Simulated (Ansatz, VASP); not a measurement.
**SbSeBr3: VASP beside Ansatz**

```
Sb Se Br
1.0
     3.25622   -4.60132    0.00000
     3.25622    4.60132    0.00000
     0.00000    0.00000    5.14616
Sb Se Br
1 1 3
Direct
  0.00000 0.00000 0.00000
  0.50000 0.50000 0.00000
  0.00000 0.50000 0.50000
  0.50000 0.00000 0.50000
  0.50000 0.50000 0.50000
```

Alike in both runs: task single point; functional PBE; k mesh 4 × 4 × 4; occupations gaussian, width 0.1 eV; no spin polarisation.

|  | VASP | Ansatz |
| --- | --- | --- |
| version | VASP 6.6.1 | Ansatz 0.2.0 |
| potentials or method | VASP PAW PBE potentials, release 64 (Sb, Se, Br), cutoff 520 eV | scalar-relativistic, plane waves, PAW |
| valence electrons in the cell | 32 | 52 |

|  | VASP | Ansatz | Ansatz less VASP |
| --- | --- | --- | --- |
| gap on the k mesh at the Fermi level (eV) | none | none | - |
| pressure (GPa) | 1.1 | 1.1 | +0.02 |
| traceless stress, the component that is largest in VASP (GPa) | 1.41 | 1.40 | -0.008 |

A gap of «none» marks a metal or a gap that the smearing closes. VASP's potentials hold 32 valence electrons a cell and Ansatz's 52, so a difference there can come from the potentials and not from the codes.

Spin-orbit coupling is off throughout.
